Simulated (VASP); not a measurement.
# GeS (Pnma) in VASP: settings compared

GeS is run at these levels: LDA, PBEsol; tasks: single point.

Program: VASP 6.6.1. These are calculated values, not measurements. Logs are shortened: lines on timing, memory, paths and dates and some standing lists are left out, and cuts for length are marked.

## (1) The cell of the first run

It takes space group Pnma (No. 62, orthorhombic). Conventional cell: a = 10.190 Å, b = 3.642 Å, c = 4.087 Å, α = 90.00°, β = 90.00°, γ = 90.00°. Ge (site symmetry m) has 6 S at 2.43 to 3.11 Å and 2 Ge at 3.18 Å within 3.2 Å. S (site symmetry m) has 6 Ge at 2.43 to 3.11 Å within 3.2 Å.

## (2) Single point, LDA

Input file INCAR:

```
SYSTEM = GeS
PREC     = Accurate       ! precision mode
ENCUT    = 500            ! plane-wave cutoff, eV
EDIFF    = 1E-6           ! SCF threshold, eV
ISMEAR   = -1             ! smearing method
SIGMA    = 0.02           ! smearing width, eV
LREAL    = .False.        ! projectors in reciprocal space
LASPH    = .True.         ! aspherical terms in the spheres
NELM     = 120            ! most SCF steps
ALGO     = Normal         ! electronic algorithm
ISIF     = 2              ! what is computed and relaxed
LWAVE    = .False.        ! write WAVECAR
LCHARG   = .False.        ! write CHGCAR
NBANDS   = 50             ! bands
GGA_COMPAT= .False.
```

Input file KPOINTS:

```
regular mesh
0
Gamma
  4 8 6
  0 0 0
```

Input file POSCAR:

```
GeS
1.0
   10.1899262504      0.0000000000      0.0000000000
    0.0000000000      3.6418347837      0.0000000000
    0.0000000000      0.0000000000      4.0870640386
Ge S
4 4
Direct
    0.1186006280      0.2500000000      0.1192276847
    0.3813993720      0.7500000000      0.6192276847
    0.6186006280      0.2500000000      0.3807723153
    0.8813993720      0.7500000000      0.8807723153
    0.8530038245      0.2500000000      0.4926867879
    0.6469961755      0.7500000000     -0.0073132121
    0.3530038245      0.2500000000      1.0073132121
    0.1469961755      0.7500000000      0.5073132121
```

Potentials or basis: VASP PAW LDA potentials, release 64 (Ge_d, S).

Started as:

```sh
cat potpaw_LDA.64/Ge_d/POTCAR potpaw_LDA.64/S/POTCAR > POTCAR
mpirun -np 1 vasp_std > vasp.out
```

OUTCAR:

```text
SYSTEM = GeS
   PREC = Accurate
   ENCUT = 500
   EDIFF = 1E-6
   ISMEAR = -1
   LREAL = .False.
   LASPH = .True.
   NELM = 120
   ISIF = 2

 ion  position               nearest neighbor table
   1  0.119  0.250  0.119-   7 2.43   8 2.43   8 2.43
   2  0.381  0.750  0.619-   8 2.43   7 2.43   7 2.43
   3  0.619  0.250  0.381-   5 2.43   6 2.43   6 2.43
   4  0.881  0.750  0.881-   6 2.43   5 2.43   5 2.43
   5  0.853  0.250  0.493-   3 2.43   4 2.43   4 2.43
   6  0.647  0.750  0.993-   4 2.43   3 2.43   3 2.43
   7  0.353  0.250  0.007-   1 2.43   2 2.43   2 2.43
   8  0.147  0.750  0.507-   2 2.43   1 2.43   1 2.43

  LATTYP: Found a simple orthorhombic cell.
 ALAT       =     3.6418347837
 B/A-ratio  =     1.1222541058
 C/A-ratio  =     2.7980199146

  Lattice vectors:

 A1 = (   0.0000000000,   3.6418347837,   0.0000000000)
 A2 = (   0.0000000000,   0.0000000000,   4.0870640386)
 A3 = (  10.1899262504,   0.0000000000,   0.0000000000)

Analysis of symmetry for initial positions (statically):
=====================================================================
 Subroutine PRICEL returns:
 Original cell was already a primitive cell.

 Routine SETGRP: Setting up the symmetry group for a
 simple orthorhombic supercell.

 Subroutine GETGRP returns: Found  8 space group operations
 (whereof  2 operations were pure point group operations)
 out of a pool of  8 trial point group operations.

The static configuration has the point symmetry S_2 .
 The point group associated with its full space group is D_2h.

Analysis of symmetry for dynamics (positions and initial velocities):
=====================================================================
 Subroutine PRICEL returns:
 Original cell was already a primitive cell.

 Routine SETGRP: Setting up the symmetry group for a
 simple orthorhombic supercell.

 Subroutine GETGRP returns: Found  8 space group operations
 (whereof  2 operations were pure point group operations)
 out of a pool of  8 trial point group operations.

The dynamic configuration has the point symmetry S_2 .
 The point group associated with its full space group is D_2h.

 Subroutine INISYM returns: Found  8 space group operations
 (whereof  2 operations are pure point group operations),
 and found     1 'primitive' translations

----------------------------------------------------------------------------------------

                                     Primitive cell

  volume of cell :     151.6711

  direct lattice vectors                    reciprocal lattice vectors
    10.189926250  0.000000000  0.000000000     0.098136137  0.000000000  0.000000000
     0.000000000  3.641834784  0.000000000     0.000000000  0.274586866  0.000000000
     0.000000000  0.000000000  4.087064039     0.000000000  0.000000000  0.244674414

  length of vectors
    10.189926250  3.641834784  4.087064039     0.098136137  0.274586866  0.244674414

  position of ions in fractional coordinates (direct lattice)
     0.118600628  0.250000000  0.119227685
     0.381399372  0.750000000  0.619227685
     0.618600628  0.250000000  0.380772315
     0.881399372  0.750000000  0.880772315
     0.853003825  0.250000000  0.492686788
     0.646996175  0.750000000  0.992686788
     0.353003825  0.250000000  0.007313212
     0.146996175  0.750000000  0.507313212

  ion indices of the primitive-cell ions
   primitive index   ion index
                 1           1
                 2           2
                 3           3
                 4           4
                 5           5
                 6           6
                 7           7
                 8           8

----------------------------------------------------------------------------------------

 KPOINTS: regular mesh

Automatic generation of k-mesh.
 Grid dimensions read from file:
 generate k-points for:    4    8    6

 Generating k-lattice:

  Cartesian coordinates                     Fractional coordinates (reciprocal lattice)
     0.024534034  0.000000000  0.000000000     0.250000000  0.000000000  0.000000000
     0.000000000  0.034323358  0.000000000     0.000000000  0.125000000  0.000000000
     0.000000000  0.000000000  0.040779069     0.000000000  0.000000000  0.166666667

  Length of vectors
     0.024534034  0.034323358  0.040779069

  Shift w.r.t. Gamma in fractional coordinates (k-lattice)
     0.000000000  0.000000000  0.000000000

 Subroutine IBZKPT returns following result:
 ===========================================

 Found     60 irreducible k-points:

 Following reciprocal coordinates:
            Coordinates               Weight
  0.000000  0.000000  0.000000      1.000000
  0.250000  0.000000  0.000000      2.000000
  0.500000  0.000000  0.000000      1.000000
  0.000000  0.125000  0.000000      2.000000
  0.250000  0.125000  0.000000      4.000000
  0.500000  0.125000  0.000000      2.000000
[... 16 lines left out ...]
  0.250000  0.250000  0.166667      8.000000
  0.500000  0.250000  0.166667      4.000000
 [... further k-points ...]
   k-points           NKPTS =     60   k-points in BZ     NKDIM =     60   number of bands    NBANDS=     50
   number of dos      NEDOS =    301   number of ions     NIONS =      8
   total plane-waves  NPLWV =  67200
   dimension x,y,z NGX =    80 NGY =   28 NGZ =   30
   dimension x,y,z NGXF=   160 NGYF=   56 NGZF=   60
   ions per type =               4   4
   NGX,Y,Z   is equivalent  to a cutoff of  13.05, 12.78, 12.20 a.u.
   NGXF,Y,Z  is equivalent  to a cutoff of  26.10, 25.56, 24.41 a.u.
 SYSTEM =  GeS
   PREC   = accura    normal or accurate (medium, high low for compatibility)
   ISTART =      0    job   : 0-new  1-cont  2-samecut
   ICHARG =      2    charge: 1-file 2-atom 10-const
   ISPIN  =      1    spin polarized calculation?
   LNONCOLLINEAR =      F non collinear calculations
   LSORBIT =      F    spin-orbit coupling
   LASPH  =      T    aspherical Exc in radial PAW
   ENCUT  =  500.0 eV  36.75 Ry    6.06 a.u.  18.58  6.64  7.45*2*pi/ulx,y,z
   NELM   =    120;   NELMIN=  2; NELMDL= -5     # of ELM steps
   EDIFF  = 0.1E-05   stopping-criterion for ELM
   LREAL  =      F    real-space projection
   EDIFFG = 0.1E-04   stopping-criterion for IOM
   NSW    =      0    number of steps for IOM
   IBRION =     -1    ionic relax: 0-MD 1-quasi-New 2-CG
   NFREE  =      0    steps in history (QN), initial steepest desc. (CG)
   ISIF   =      2    stress and relaxation
   ISYM   =      2    0-nonsym 1-usesym 2-fastsym
   POTIM  = 0.5000    time-step for ionic-motion
   TEBEG  =    0.0;   TEEND  =   0.0 temperature during run
   PSTRESS=    0.0 pullay stress
   NELECT =      80.0000    total number of electrons
   NUPDOWN=      -1.0000    fix difference up-down
   EMIN   =  10.00;   EMAX   =-10.00  energy-range for DOS
   EFERMI =   0.00;   METHOD = LEGACY
   ISMEAR =    -1;   SIGMA  =   0.02  broadening in eV -4-tet -1-fermi 0-gaus
   EFERMI_NEDOS =   21; number of points for ismear=-14 and -15
   IALGO  =     38    algorithm
   IMIX   =      4    mixing-type and parameters
     AMIX     =   0.40;   BMIX     =  1.00
     AMIX_MAG =   1.60;   BMIX_MAG =  1.00
  volume/ion in A,a.u.               =      18.96       127.94
  Fermi-wavevector in a.u.,A,eV,Ry     =   1.322728  2.499594 23.804885  1.749610
  Thomas-Fermi vector in A             =   2.452388
   LORBIT       =      0    0 simple, 1 ext, 2 COOP (PROOUT), +10 PAW based schemes
   GGA     = CA    functional components
   LHFCALC =     F    Hartree Fock is set to
   AEXX    =    0.0000 exact exchange contribution
   IVDW    =     0    specifies the selected vdW correction
   LEPSILON=     F    determine dielectric tensor
   LRPA    =     F    only Hartree local field effects (RPA)
 non-spin polarized calculation
  energy-cutoff  :      500.00
  volume of cell :      151.67
 maximum number of plane-waves:      3874
 NGX is ok and might be reduce to    80
   NGX = 37   NGY = 13   NGZ = 15

 number of electron      80.0000030 magnetization

 Free energy of the ion-electron system (eV)
  ---------------------------------------------------
  ext. energy  EPLUGINS =         0.00000000
  ---------------------------------------------------
  free energy    TOTEN  =       -41.89504243 eV

  energy without entropy =      -41.89504242  energy(sigma->0) =      -41.89504243

 E-fermi :   6.1186     XC(G=0): -10.8517

 val. band max:        5.7600945051   @ k =   0.0000   0.0000   0.3333
 cond. band min:       6.4625554568   @ k =   0.0000   0.0000   0.0000
 fundamental gap:      0.7024609517
 Fermi energy:         6.1185568869

 k-point     1 :       0.0000    0.0000    0.0000
  band No.  band energies     occupation
      1     -18.8885      2.00000
      2     -18.8811      2.00000
      3     -18.8790      2.00000
      4     -18.8749      2.00000
      5     -18.8741      2.00000
      6     -18.8725      2.00000
[... 42 lines left out ...]
     49      11.0796      0.00000
     50      11.6679      0.00000

 k-point     2 :       0.2500    0.0000    0.0000
  band No.  band energies     occupation
      1     -18.8878      2.00000
      2     -18.8831      2.00000
      3     -18.8774      2.00000
      4     -18.8747      2.00000
      5     -18.8745      2.00000
      6     -18.8732      2.00000
[... 42 lines left out ...]
     49      11.4548      0.00000
     50      11.6526      0.00000

 k-point     3 :       0.5000    0.0000    0.0000
  band No.  band energies     occupation
      1     -18.8858      2.00000
      2     -18.8858      2.00000
      3     -18.8757      2.00000
      4     -18.8757      2.00000
      5     -18.8741      2.00000
      6     -18.8741      2.00000
[... 42 lines left out ...]
     49      11.1968      0.00000
     50      11.1970      0.00000

 k-point     4 :       0.0000    0.1250    0.0000
  band No.  band energies     occupation
      1     -18.8862      2.00000
      2     -18.8801      2.00000
      3     -18.8768      2.00000
      4     -18.8760      2.00000
      5     -18.8730      2.00000
      6     -18.8728      2.00000
[... 999 lines left out ...]
 k-point    23 :       0.2500    0.2500    0.1667
  band No.  band energies     occupation
      1     -18.8818      2.00000
      2     -18.8801      2.00000
      3     -18.8782      2.00000
      4     -18.8767      2.00000
      5     -18.8739      2.00000
      6     -18.8727      2.00000
[... 42 lines left out ...]
     49      10.1879      0.00000
     50      11.0182      0.00000

 k-point    24 :       0.5000    0.2500    0.1667
  band No.  band energies     occupation
      1     -18.8811      2.00000
      2     -18.8811      2.00000
      3     -18.8772      2.00000
      4     -18.8772      2.00000
      5     -18.8736      2.00000
      6     -18.8736      2.00000
[... 42 lines left out ...]
     49      10.4448      0.00000
     50      10.4449      0.00000

 [... further k-points ...]

------------------------ aborting loop because EDIFF is reached ----------------------------------------

  FORCE on cell =-STRESS in cart. coord.  units (eV):
  Direction    XX          YY          ZZ          XY          YZ          ZX
  --------------------------------------------------------------------------------------
  -------------------------------------------------------------------------------------
  Total       -0.0411553     -0.0284897      0.0162217      0.0000000      0.0000000      0.0000000
  in kB       -0.4347442     -0.3009506      0.1713579      0.0000000      0.0000000      0.0000000
  external PRESSURE =      -0.1881123 kB  Pullay stress =       0.0000000 kB

 VOLUME and BASIS-vectors are now :
 -----------------------------------------------------------------------------
  energy-cutoff  :      500.00
  volume of cell :      151.67
      direct lattice vectors                 reciprocal lattice vectors
    10.189926250  0.000000000  0.000000000     0.098136137  0.000000000  0.000000000
     0.000000000  3.641834784  0.000000000     0.000000000  0.274586866  0.000000000
     0.000000000  0.000000000  4.087064039     0.000000000  0.000000000  0.244674414

 POSITION                                       TOTAL-FORCE (eV/Angst)
 -----------------------------------------------------------------------------------
      1.20853      0.91046      0.48729        -0.013965      0.000000     -0.015419
      3.88643      2.73138      2.53082         0.013965      0.000000     -0.015419
      6.30349      0.91046      1.55624        -0.013965     -0.000000      0.015419
      8.98139      2.73138      3.59977         0.013965     -0.000000      0.015419
      8.69205      0.91046      2.01364         0.007381     -0.000000     -0.010839
      6.59284      2.73138      4.05717        -0.007381      0.000000     -0.010839
      3.59708      0.91046      0.02989         0.007381     -0.000000      0.010839
      1.49788      2.73138      2.07342        -0.007381     -0.000000      0.010839
 -----------------------------------------------------------------------------------
    total drift:                               -0.000000      0.000000     -0.000000

  FREE ENERGIE OF THE ION-ELECTRON SYSTEM (eV)
  ---------------------------------------------------
  free  energy   TOTEN  =       -41.8950424253 eV

  energy  without entropy=      -41.8950424250  energy(sigma->0) =      -41.89504243
```

Wall time 2.3 min (1 thread of Intel Xeon 6975P-C (Granite Rapids), shared host); peak memory 0.41 GiB.

What came out:

```yaml
Free_energy: -41.8950 eV
Pressure: 0.0 GPa
Largest_force: 0.021 eV/Å
Band_gap_on_the_k_mesh: 0.70 eV (least direct gap 1.01 eV)
```

Forces in eV/Å, atoms in the order of the input:
```
Ge  -0.014  0.000 -0.015
Ge   0.014  0.000 -0.015
Ge  -0.014  0.000  0.015
Ge   0.014  0.000  0.015
S    0.007  0.000 -0.011
S   -0.007  0.000 -0.011
S    0.007  0.000  0.011
S   -0.007  0.000  0.011
```

Levels at points of the mesh, in eV from the valence-band top:
| k point | band 38 | band 39 | band 40 | band 41 | band 42 | band 43 |
| --- | --- | --- | --- | --- | --- | --- |
| (0.00, 0.00, 0.00) | -1.08 | -0.98 | -0.31 | 0.70 | 2.56 | 2.71 |
| (0.50, 0.00, 0.00) | -2.18 | -0.56 | -0.56 | 2.26 | 2.26 | 2.65 |
| (0.00, 0.50, 0.00) | -1.37 | -1.16 | -1.16 | 1.20 | 1.20 | 1.59 |
| (0.50, 0.50, 0.00) | -1.52 | -1.52 | -1.52 | 1.70 | 1.70 | 1.70 |
| (0.00, 0.00, 0.50) | -0.97 | -0.28 | -0.28 | 1.46 | 1.46 | 2.10 |
| (0.50, 0.00, 0.50) | -0.72 | -0.27 | -0.27 | 1.35 | 1.35 | 2.18 |
| (0.00, 0.50, 0.50) | -2.67 | -1.70 | -1.70 | 3.04 | 3.04 | 3.39 |
| (0.50, 0.50, 0.50) | -1.70 | -1.70 | -1.70 | 2.59 | 2.59 | 2.59 |

A k mesh can miss the band edges.

[end of part 1 of 2]
